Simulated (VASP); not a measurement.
# MgI2 (P-3m1) in VASP: further runs

The runs below take MgI2 through single point, with PBE.

Program: VASP 6.6.1. These are calculated values, not measurements. Logs are shortened: lines on timing, memory, paths and dates and some standing lists are left out, and cuts for length are marked.

### Step 1. The cell of the first run

The structure is trigonal, space group P-3m1 (No. 164). The conventional cell has a = 4.252 Å, b = 4.252 Å, c = 7.894 Å, α = 90.00°, β = 90.00°, γ = 120.00°. Mg (site symmetry -3m) has 6 I at 2.98 Å within 3.9 Å. I (site symmetry 3m) has 3 Mg at 2.98 Å within 3.9 Å.

### Step 2. Single point, PBE

File INCAR:

```
SYSTEM = MgI2
  ALGO = Normal
  EDIFF = 1E-6
  ENCUT = 520
  GGA = PE
  ISIF = 2
  ISMEAR = 0
  LASPH = .True.
  LCHARG = .False.
  LREAL = .False.
  LWAVE = .False.
  NBANDS = 15
  NELM = 80
  PREC = Accurate
  SIGMA = 0.05
```

File KPOINTS:

```
k-points
0
Gamma
  6 6 4
  0 0 0
```

File POSCAR:

```
MgI2
1.0
    4.2516112781      0.0000000000      0.0000000000
   -2.1258056391      3.6820033739      0.0000000000
    0.0000000000      0.0000000000      7.8941785324
Mg I
1 2
Direct
    0.0000000000      0.0000000000      0.0000000000
    0.3333333333      0.6666666667      0.7858667836
    0.6666666667      0.3333333333      0.2141332164
```

Potentials or basis: VASP PAW PBE potentials, release 64 (Mg, I).

Command:

```console
$ cat potpaw_PBE.64/Mg/POTCAR potpaw_PBE.64/I/POTCAR > POTCAR
$ mpirun -np 1 vasp_std > vasp.out
```

OUTCAR:

```text
SYSTEM = MgI2
   EDIFF = 1E-6
   ENCUT = 520
   GGA = PE
   ISIF = 2
   ISMEAR = 0
   LASPH = .True.
   LREAL = .False.
   NELM = 80
   PREC = Accurate

 ion  position               nearest neighbor table
   1  0.000  0.000  0.000-   2 2.98   3 2.98   3 2.98   2 2.98   3 2.98   2 2.98
   2  0.333  0.667  0.786-   1 2.98   1 2.98   1 2.98
   3  0.667  0.333  0.214-   1 2.98   1 2.98   1 2.98

  LATTYP: Found a hexagonal cell.
 ALAT       =     4.2516112781
 C/A-ratio  =     1.8567498334

  Lattice vectors:

 A1 = (   4.2516112781,   0.0000000000,   0.0000000000)
 A2 = (  -2.1258056391,   3.6820033739,   0.0000000000)
 A3 = (   0.0000000000,   0.0000000000,   7.8941785324)

Analysis of symmetry for initial positions (statically):
[... 33 lines left out ...]
                                     Primitive cell

  volume of cell :     123.5790

  direct lattice vectors                    reciprocal lattice vectors
     4.251611278  0.000000000  0.000000000     0.235204946  0.135795639  0.000000000
    -2.125805639  3.682003374  0.000000000     0.000000000  0.271591277  0.000000000
     0.000000000  0.000000000  7.894178532     0.000000000  0.000000000  0.126675625

  length of vectors
     4.251611278  4.251611278  7.894178532     0.271591277  0.271591277  0.126675625

  position of ions in fractional coordinates (direct lattice)
     0.000000000  0.000000000  0.000000000
     0.333333333  0.666666667  0.785866784
     0.666666667  0.333333333  0.214133216

  ion indices of the primitive-cell ions
   primitive index   ion index
                 1           1
                 2           2
                 3           3

----------------------------------------------------------------------------------------

 KPOINTS: k-points

Automatic generation of k-mesh.
 Grid dimensions read from file:
 generate k-points for:    6    6    4

 Generating k-lattice:

  Cartesian coordinates                     Fractional coordinates (reciprocal lattice)
     0.039200824  0.022632606  0.000000000     0.166666667  0.000000000  0.000000000
     0.000000000  0.045265213  0.000000000     0.000000000  0.166666667  0.000000000
     0.000000000  0.000000000  0.031668906     0.000000000  0.000000000  0.250000000

  Length of vectors
     0.045265213  0.045265213  0.031668906

  Shift w.r.t. Gamma in fractional coordinates (k-lattice)
[... 9 lines left out ...]
  0.000000  0.000000  0.000000      1.000000
  0.166667  0.000000  0.000000      6.000000
  0.333333  0.000000  0.000000      6.000000
  0.500000  0.000000  0.000000      3.000000
  0.166667  0.166667  0.000000      6.000000
  0.333333  0.166667  0.000000     12.000000
[... 22 lines left out ...]
   dimension x,y,z NGXF=    64 NGYF=   64 NGZF=  120
   ions per type =               1   2
   NGX,Y,Z   is equivalent  to a cutoff of  12.51, 12.51, 12.64 a.u.
   NGXF,Y,Z  is equivalent  to a cutoff of  25.03, 25.03, 25.27 a.u.
 SYSTEM =  MgI2
   PREC   = accura    normal or accurate (medium, high low for compatibility)
   ISTART =      0    job   : 0-new  1-cont  2-samecut
   ICHARG =      2    charge: 1-file 2-atom 10-const
   ISPIN  =      1    spin polarized calculation?
   LNONCOLLINEAR =      F non collinear calculations
   LSORBIT =      F    spin-orbit coupling
   LASPH  =      T    aspherical Exc in radial PAW
   ENCUT  =  520.0 eV  38.22 Ry    6.18 a.u.   7.91  7.91 14.68*2*pi/ulx,y,z
   NELM   =     80;   NELMIN=  2; NELMDL= -5     # of ELM steps
   EDIFF  = 0.1E-05   stopping-criterion for ELM
   LREAL  =      F    real-space projection
   EDIFFG = 0.1E-04   stopping-criterion for IOM
   NSW    =      0    number of steps for IOM
   IBRION =     -1    ionic relax: 0-MD 1-quasi-New 2-CG
[... 14 lines left out ...]
     AMIX     =   0.40;   BMIX     =  1.00
     AMIX_MAG =   1.60;   BMIX_MAG =  1.00
  volume/ion in A,a.u.               =      41.19       277.98
  Fermi-wavevector in a.u.,A,eV,Ry     =   0.828196  1.565064  9.332359  0.685909
  Thomas-Fermi vector in A             =   1.940531
   LORBIT       =      0    0 simple, 1 ext, 2 COOP (PROOUT), +10 PAW based schemes
   GGA     = PE    functional components
[... 6 lines left out ...]
 Gauss-broadening in eV      SIGMA  =   0.05
  energy-cutoff  :      520.00
  volume of cell :      123.58
 maximum number of plane-waves:      3372
   NGX = 15   NGY = 15   NGZ = 29

 number of electron      15.9999999 magnetization

 Free energy of the ion-electron system (eV)
  ---------------------------------------------------
  ext. energy  EPLUGINS =         0.00000000
  ---------------------------------------------------
  free energy    TOTEN  =        -7.72911660 eV

  energy without entropy =       -7.72911660  energy(sigma->0) =       -7.72911660

 E-fermi :   0.8918     XC(G=0):  -7.3174

 val. band max:        0.6730767892   @ k =   0.0000   0.0000   0.0000
 cond. band min:       4.2429192761   @ k =   0.5000   0.0000   0.5000
 fundamental gap:      3.5698424869
 Fermi energy:         0.8918073713

 k-point     1 :       0.0000    0.0000    0.0000
  band No.  band energies     occupation
      1     -10.9551      2.00000
      2     -10.4640      2.00000
      3      -2.2005      2.00000
      4       0.4076      2.00000
      5       0.4076      2.00000
      6       0.4150      2.00000
      7       0.6731      2.00000
      8       0.6731      2.00000
      9       4.2735      0.00000
     10       5.5514      0.00000
     11       7.3311      0.00000
     12       7.3311      0.00000
     13       7.6354      0.00000
     14       8.8308      0.00000
     15       8.8308      0.00000

 k-point     2 :       0.1667    0.0000    0.0000
  band No.  band energies     occupation
      1     -10.8390      2.00000
      2     -10.3993      2.00000
      3      -2.0820      2.00000
      4      -0.4939      2.00000
      5      -0.0362      2.00000
      6       0.1390      2.00000
      7       0.4379      2.00000
      8       0.6133      2.00000
      9       5.0166      0.00000
     10       6.0913      0.00000
     11       6.8118      0.00000
     12       7.7099      0.00000
     13       7.8837      0.00000
     14       8.6977      0.00000
     15       9.0882      0.00000

 k-point     3 :       0.3333    0.0000    0.0000
  band No.  band energies     occupation
      1     -10.5690      2.00000
      2     -10.2801      2.00000
      3      -2.1610      2.00000
      4      -1.5504      2.00000
      5      -0.7449      2.00000
      6      -0.2483      2.00000
      7       0.2953      2.00000
      8       0.4132      2.00000
      9       4.7040      0.00000
     10       6.1307      0.00000
     11       6.8799      0.00000
     12       7.9436      0.00000
     13       7.9495      0.00000
     14       8.6507      0.00000
     15       9.5233      0.00000

 k-point     4 :       0.5000    0.0000    0.0000
  band No.  band energies     occupation
      1     -10.3892      2.00000
      2     -10.2492      2.00000
      3      -2.5283      2.00000
      4      -1.8724      2.00000
      5      -0.6266      2.00000
      6      -0.4086      2.00000
      7       0.0819      2.00000
      8       0.3080      2.00000
      9       4.3016      0.00000
     10       6.1009      0.00000
     11       6.5062      0.00000
     12       7.8847      0.00000
     13       8.0550      0.00000
     14       9.3105      0.00000
     15       9.5026      0.00000

 k-point     5 :       0.1667    0.1667    0.0000
  band No.  band energies     occupation
      1     -10.6443      2.00000
      2     -10.3063      2.00000
      3      -2.0192      2.00000
      4      -1.1462      2.00000
      5      -0.8948      2.00000
      6      -0.0483      2.00000
      7       0.0939      2.00000
      8       0.4296      2.00000
      9       5.2802      0.00000
     10       6.5788      0.00000
     11       7.1900      0.00000
     12       7.5549      0.00000
     13       7.8764      0.00000
     14       7.9625      0.00000
     15       9.1446      0.00000

 k-point     6 :       0.3333    0.1667    0.0000
  band No.  band energies     occupation
      1     -10.4006      2.00000
      2     -10.2396      2.00000
      3      -2.3205      2.00000
      4      -1.6746      2.00000
      5      -0.9595      2.00000
      6      -0.5874      2.00000
      7      -0.1141      2.00000
      8       0.2108      2.00000
      9       4.8349      0.00000
     10       6.9593      0.00000
     11       7.0960      0.00000
     12       7.5188      0.00000
     13       8.1669      0.00000
     14       8.8446      0.00000
     15       9.2633      0.00000

 k-point     7 :       0.3333    0.3333    0.0000
  band No.  band energies     occupation
      1     -10.2663      2.00000
      2     -10.2663      2.00000
      3      -2.2243      2.00000
      4      -1.4733      2.00000
      5      -1.4733      2.00000
      6      -1.0015      2.00000
      7      -0.0497      2.00000
      8      -0.0497      2.00000
      9       4.8682      0.00000
     10       7.6330      0.00000
     11       7.6330      0.00000
[... 226 lines left out ...]
      4      -1.5905      2.00000
      5      -0.5164      2.00000
      6      -0.2207      2.00000
      7       0.1295      2.00000
      8       0.3743      2.00000
      9       4.6386      0.00000
     10       6.1720      0.00000
     11       6.8127      0.00000
     12       7.5090      0.00000
     13       8.1216      0.00000
     14       9.2229      0.00000
     15       9.9641      0.00000

 k-point    21 :       0.5000    0.0000    0.5000
  band No.  band energies     occupation
      1     -10.3806      2.00000
      2     -10.2577      2.00000
      3      -2.5510      2.00000
      4      -1.9562      2.00000
      5      -0.4250      2.00000
      6      -0.3793      2.00000
      7       0.0895      2.00000
      8       0.2652      2.00000
      9       4.2429      0.00000
     10       6.1023      0.00000
     11       6.4912      0.00000
     12       7.0090      0.00000
     13       8.1342      0.00000
     14       9.7600      0.00000
     15      10.2762      0.00000

 k-point    22 :       0.1667    0.1667    0.5000
  band No.  band energies     occupation
      1     -10.6270      2.00000
      2     -10.3267      2.00000
      3      -1.9850      2.00000
      4      -1.2184      2.00000
      5      -0.7213      2.00000
      6      -0.0029      2.00000
      7       0.0219      2.00000
      8       0.2806      2.00000
      9       5.2427      0.00000
     10       6.5442      0.00000
     11       7.3239      0.00000
     12       7.4383      0.00000
     13       7.9437      0.00000
     14       8.2959      0.00000
     15       9.1670      0.00000

 k-point    23 :       0.3333    0.1667    0.5000
  band No.  band energies     occupation
      1     -10.3914      2.00000
      2     -10.2491      2.00000
      3      -2.3341      2.00000
      4      -1.7505      2.00000
      5      -0.9539      2.00000
      6      -0.5436      2.00000
      7      -0.0042      2.00000
      8       0.2321      2.00000
      9       4.8749      0.00000
     10       6.4840      0.00000
     11       7.0758      0.00000
     12       7.5656      0.00000
     13       7.7217      0.00000
     14       9.1923      0.00000
     15       9.6700      0.00000

 k-point    24 :       0.3333    0.3333    0.5000
  band No.  band energies     occupation
      1     -10.2660      2.00000
      2     -10.2660      2.00000
      3      -2.1918      2.00000
      4      -1.5608      2.00000
      5      -1.5608      2.00000
      6      -1.0671      2.00000
      7       0.1214      2.00000
      8       0.1214      2.00000
      9       5.1647      0.00000
     10       6.7724      0.00000
     11       6.7724      0.00000
     12       8.2911      0.00000
     13       8.9242      0.00000
     14       8.9859      0.00000
     15       9.3258      0.00000

------------------------ aborting loop because EDIFF is reached ----------------------------------------

  FORCE on cell =-STRESS in cart. coord.  units (eV):
  Direction    XX          YY          ZZ          XY          YZ          ZX
  --------------------------------------------------------------------------------------
  -------------------------------------------------------------------------------------
  Total       -0.6086556     -0.6086556     -0.5349888      0.0000000     -0.0000000     -0.0000000
  in kB       -7.8910999     -7.8910999     -6.9360239      0.0000000     -0.0000000     -0.0000000
  external PRESSURE =      -7.5727412 kB  Pullay stress =       0.0000000 kB

 VOLUME and BASIS-vectors are now :
 -----------------------------------------------------------------------------
  energy-cutoff  :      520.00
  volume of cell :      123.58
      direct lattice vectors                 reciprocal lattice vectors
     4.251611278  0.000000000  0.000000000     0.235204946  0.135795639  0.000000000
    -2.125805639  3.682003374  0.000000000     0.000000000  0.271591277  0.000000000
     0.000000000  0.000000000  7.894178532     0.000000000  0.000000000  0.126675625

 POSITION                                       TOTAL-FORCE (eV/Angst)
 -----------------------------------------------------------------------------------
      0.00000      0.00000      0.00000        -0.000000      0.000000      0.000000
     -0.00000      2.45467      6.20377         0.000000     -0.000000      0.156694
      2.12581      1.22733      1.69041        -0.000000      0.000000     -0.156694
 -----------------------------------------------------------------------------------
    total drift:                               -0.000000      0.000000     -0.000000

  FREE ENERGIE OF THE ION-ELECTRON SYSTEM (eV)
  ---------------------------------------------------
  free  energy   TOTEN  =        -7.7291166030 eV

  energy  without entropy=       -7.7291166030  energy(sigma->0) =       -7.72911660
```

Run time: 16 s. Hardware: 1 thread of AMD EPYC 9R45 (Zen 5), shared host; peak memory 0.22 GiB.

Results:

```
Free energy            : -7.7291 eV
Pressure               : -0.8 GPa
Largest force          : 0.157 eV/Å
Band gap on the k mesh : 3.57 eV, indirect (least direct gap 3.60 eV)
```

Forces on the atoms (eV/Å):
```
Mg   0.000  0.000  0.000
I    0.000  0.000  0.157
I    0.000  0.000 -0.157
```

Levels at points of the mesh, in eV from the valence-band top:
| k point | band 4 | band 5 | band 6 | band 7 | band 8 | band 9 | band 10 | band 11 | band 12 | band 13 |
| --- | --- | --- | --- | --- | --- | --- | --- | --- | --- | --- |
| (0.00, 0.00, 0.00) | -0.27 | -0.27 | -0.26 | 0.00 | 0.00 | 3.60 | 4.88 | 6.66 | 6.66 | 6.96 |
| (0.50, 0.00, 0.00) | -2.55 | -1.30 | -1.08 | -0.59 | -0.37 | 3.63 | 5.43 | 5.83 | 7.21 | 7.38 |
| (0.00, 0.00, 0.50) | -0.78 | -0.25 | -0.25 | -0.02 | -0.02 | 4.21 | 4.86 | 6.61 | 6.61 | 7.14 |
| (0.50, 0.00, 0.50) | -2.63 | -1.10 | -1.05 | -0.58 | -0.41 | 3.57 | 5.43 | 5.82 | 6.34 | 7.46 |

Caveat: spin-orbit coupling is left out, which moves the levels of the heavy elements; this functional lacks dispersion, which binds the layers, so the pressure and a relaxed spacing across them are unreliable.

[end of part 1 of 2]
